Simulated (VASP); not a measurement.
# Al3Cu (Pmmm) in VASP: notebook, part 2 of 2

VASP 6.6.1. Earlier steps stand in the parts before.

## (4) Single point, LDA

Input file INCAR:

```
  PREC = Accurate
  ENCUT = 520
  EDIFF = 1E-7
  ISMEAR = 0
  SIGMA = 0.15
  LREAL = F
  LASPH = T
  NELM = 60
  ALGO = Fast
  ISIF = 2
  LWAVE = F
  LCHARG = T
  GGA = CA
  LELF = T
  LVHAR = T
  NBANDS = 18
```

Input file KPOINTS:

```
regular mesh
0
Gamma
  10 10 10
```

Input file POSCAR:

```
Al3Cu
1.0
    3.5723171391      0.0000000000      0.0000000000
    0.0000000000      4.1374425223      0.0000000000
    0.0000000000      0.0000000000      3.8548798307
Al Cu
3 1
Direct
    0.0000000000      0.5000000000      0.5000000000
    0.5000000000      0.0000000000      0.5000000000
    0.5000000000      0.5000000000      0.0000000000
    0.0000000000      0.0000000000      0.0000000000
```

Potentials or basis: VASP PAW LDA potentials, release 64 (Al, Cu).

Launch:

```sh
$ cat potpaw_LDA.64/Al/POTCAR potpaw_LDA.64/Cu/POTCAR > POTCAR
$ mpirun -np 1 vasp_std > vasp.out
```

OUTCAR:

```text
PREC = Accurate
   ENCUT = 520
   EDIFF = 1E-7
   ISMEAR = 0
   LREAL = F
   LASPH = T
   NELM = 60
   ISIF = 2
   GGA = CA

 ion  position               nearest neighbor table
   1  0.000  0.500  0.500-   3 2.63   3 2.63   3 2.63   3 2.63   2 2.73   2 2.73   2 2.73   2 2.73
                             4 2.83   4 2.83   4 2.83   4 2.83
   2  0.500  0.000  0.500-   4 2.63   4 2.63   4 2.63   4 2.63   1 2.73   1 2.73   1 2.73   1 2.73
                             3 2.83   3 2.83   3 2.83   3 2.83
   3  0.500  0.500  0.000-   1 2.63   1 2.63   1 2.63   1 2.63   4 2.73   4 2.73   4 2.73   4 2.73
                             2 2.83   2 2.83   2 2.83   2 2.83
   4  0.000  0.000  0.000-   2 2.63   2 2.63   2 2.63   2 2.63   3 2.73   3 2.73   3 2.73   3 2.73
                             1 2.83   1 2.83   1 2.83   1 2.83

  LATTYP: Found a simple orthorhombic cell.
 ALAT       =     3.5723171391
 B/A-ratio  =     1.0790978742
 C/A-ratio  =     1.1581957484

  Lattice vectors:

 A1 = (  -3.5723171391,   0.0000000000,   0.0000000000)
 A2 = (   0.0000000000,   0.0000000000,   3.8548798307)
 A3 = (   0.0000000000,   4.1374425223,   0.0000000000)

[... 181 lines left out ...]

 val. band max:        8.6074581468   @ k =   0.4000   0.4000   0.4000
 cond. band min:       8.6294441087   @ k =   0.2000   0.1000   0.4000
 fundamental gap:      0.0219859618
 Fermi energy:         8.6184044301

 k-point     1 :       0.0000    0.0000    0.0000
  band No.  band energies     occupation
      1      -2.8334      2.00000
      2       3.8776      2.00000
      3       4.2301      2.00000
      4       4.8463      2.00000
      5       4.8581      2.00000
      6       4.8936      2.00000
[... 481 lines left out ...]
      5       4.4437      2.00000
      6       4.7904      2.00000
[... 10 lines left out ...]
     17      14.7797      0.00000
     18      14.9751      0.00000

 [... further k-points ...]

------------------------ aborting loop because EDIFF is reached ----------------------------------------

  FORCE on cell =-STRESS in cart. coord.  units (eV):
  Direction    XX          YY          ZZ          XY          YZ          ZX
  --------------------------------------------------------------------------------------
  -------------------------------------------------------------------------------------
  Total        2.7764525     -1.8068624      0.8243770      0.0000000      0.0000000      0.0000000
  in kB       78.0742838    -50.8092566     23.1816123      0.0000000      0.0000000      0.0000000
  external PRESSURE =      16.8155465 kB  Pullay stress =       0.0000000 kB

 VOLUME and BASIS-vectors are now :
 -----------------------------------------------------------------------------
  energy-cutoff  :      520.00
  volume of cell :       56.98
      direct lattice vectors                 reciprocal lattice vectors
     3.572317139  0.000000000  0.000000000     0.279930354  0.000000000  0.000000000
     0.000000000  4.137442522  0.000000000     0.000000000  0.241695201  0.000000000
     0.000000000  0.000000000  3.854879831     0.000000000  0.000000000  0.259411459

 POSITION                                       TOTAL-FORCE (eV/Angst)
 -----------------------------------------------------------------------------------
      0.00000      2.06872      1.92744         0.000000      0.000000      0.000000
      1.78616      0.00000      1.92744         0.000000      0.000000      0.000000
      1.78616      2.06872      0.00000         0.000000      0.000000      0.000000
      0.00000      0.00000      0.00000         0.000000      0.000000      0.000000
 -----------------------------------------------------------------------------------
    total drift:                               -0.000000     -0.000000     -0.000000

  FREE ENERGIE OF THE ION-ELECTRON SYSTEM (eV)
  ---------------------------------------------------
  free  energy   TOTEN  =       -17.2100525277 eV

  energy  without entropy=      -17.1933701226  energy(sigma->0) =      -17.20171133
```

OSZICAR:

```text
N       E                     dE             d eps       ncg     rms          rms(c)
DAV:   1     0.743492274508E+02    0.74349E+02   -0.84065E+03  7826   0.118E+03
DAV:   2    -0.155210792594E+02   -0.89870E+02   -0.83247E+02  8026   0.218E+02
DAV:   3    -0.198458962503E+02   -0.43248E+01   -0.41675E+01 10524   0.539E+01
DAV:   4    -0.199468200970E+02   -0.10092E+00   -0.10048E+00 11118   0.670E+00
DAV:   5    -0.199486971460E+02   -0.18770E-02   -0.18768E-02 10744   0.912E-01    0.170E+01
RMM:   6    -0.247782778960E+02   -0.48296E+01   -0.61436E+01  9975   0.112E+02    0.161E+01
RMM:   7    -0.176131782338E+02    0.71651E+01   -0.20013E+01  8718   0.672E+01    0.394E+00
RMM:   8    -0.172410254058E+02    0.37215E+00   -0.19615E+00  8612   0.214E+01    0.106E+00
RMM:   9    -0.172161787896E+02    0.24847E-01   -0.20883E-01  8962   0.227E+00    0.646E-01
RMM:  10    -0.172113677334E+02    0.48111E-02   -0.34182E-02  9619   0.212E+00    0.238E-01
RMM:  11    -0.172102304132E+02    0.11373E-02   -0.78144E-03 10215   0.640E-01    0.158E-01
RMM:  12    -0.172101904541E+02    0.39959E-04   -0.37831E-03 10169   0.921E-01    0.124E-01
RMM:  13    -0.172100233712E+02    0.16708E-03   -0.70121E-04 10406   0.320E-01    0.218E-02
RMM:  14    -0.172100800904E+02   -0.56719E-04   -0.28261E-04 10835   0.216E-01    0.504E-02
RMM:  15    -0.172100444414E+02    0.35649E-04   -0.24055E-04  9968   0.215E-01    0.143E-02
RMM:  16    -0.172100519620E+02   -0.75206E-05   -0.92308E-05 11842   0.714E-02    0.805E-03
RMM:  17    -0.172100525744E+02   -0.61242E-06   -0.58156E-06 11331   0.169E-02    0.200E-02
RMM:  18    -0.172100525277E+02    0.46718E-07   -0.59768E-07  9309   0.609E-03
   1 F= -.17210053E+02 E0= -.17201711E+02  d E =-.166824E-01
```

Wall time 2.4 min (1 thread of Intel Xeon 6975P-C, shared host); peak memory 0.31 GiB.

What came out:

| Property | Result |
| --- | --- |
| Free energy | -17.2101 eV |
| Pressure | 1.7 GPa |
| Band gap on the k mesh | zero (band 10 reaches 10.99 eV, above the bottom of band 11 at 6.56 eV) |

Caveat: the cell differs from its parent crystal (strain +e along x and -e along y -0.0733, strain +e along z and -e/2 along x and y +0.0000).

## (5) Overview

```tsv
cell	further INCAR settings	gap on the mesh (eV)	pressure (GPa)
a = 3.386, b = 4.234, c = 3.945 Å, 4 atoms	ALGO = Fast; EDIFF = 1e-06; NBANDS = 18	none	2.7
a = 3.848, b = 4.131, c = 3.585 Å, 4 atoms	ALGO = Fast; EDIFF = 1e-07; NBANDS = 18	none	1.6
a = 3.572, b = 4.137, c = 3.855 Å, 4 atoms	ALGO = Fast; EDIFF = 1e-07; NBANDS = 18	none	1.7
```

Alike in all rows: task single point; level LDA; potentials or basis VASP PAW LDA potentials, release 64 (Al, Cu); no spin polarisation; k mesh 10 × 10 × 10; cutoff (eV) 520; smearing gaussian 0.15 eV.

Total energies depend on the potentials used, so only differences within one code and one set of settings carry meaning.
